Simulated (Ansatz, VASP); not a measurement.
# One calculation of Si2BiTe2, two programs

```xyz
5
Lattice="4.3815 0.0000 0.0000 -2.1907 3.7944 0.0000 0.0000 0.0000 8.4109" Properties=species:S:1:pos:R:3 pbc="T T T"
Si    0.0000    2.5296    0.0000
Si    2.1907    1.2648    0.0000
Bi    0.0000    0.0000    0.0000
Te    0.0000    2.5296    4.2054
Te    2.1907    1.2648    4.2054
```

Alike in both runs: task relaxation of cell and atoms; functional PBE; k mesh 6 × 6 × 2; occupations gaussian, width 0.1 eV; no spin polarisation.

```csv
,VASP,Ansatz
version,VASP 6.6.1,Ansatz 0.2.0
potentials or method,"VASP PAW PBE potentials, release 64 (Si, Bi_d, Te), cutoff 600 eV","scalar-relativistic, plane waves, PAW"
valence electrons in the cell,35,55
```

Ansatz gave:

* gap on the k mesh at the Fermi level, each at its own relaxed structure (eV): none
* relaxed volume (Å³/atom): 27.09
* relaxed cell length with the largest relative difference (Å): 5.953

Problem. Estimate VASP's values.

Solution. gap on the k mesh at the Fermi level, each at its own relaxed structure (eV): none; relaxed volume (Å³/atom): 27.05; relaxed cell length with the largest relative difference (Å): 5.941.

A gap of «none» marks a metal or a gap that the smearing closes. VASP's potentials hold 35 valence electrons a cell and Ansatz's 55, so a difference there can come from the potentials and not from the codes.

The k mesh is coarse, so the values compare programs but aren't converged. Neither program's run includes spin-orbit coupling.
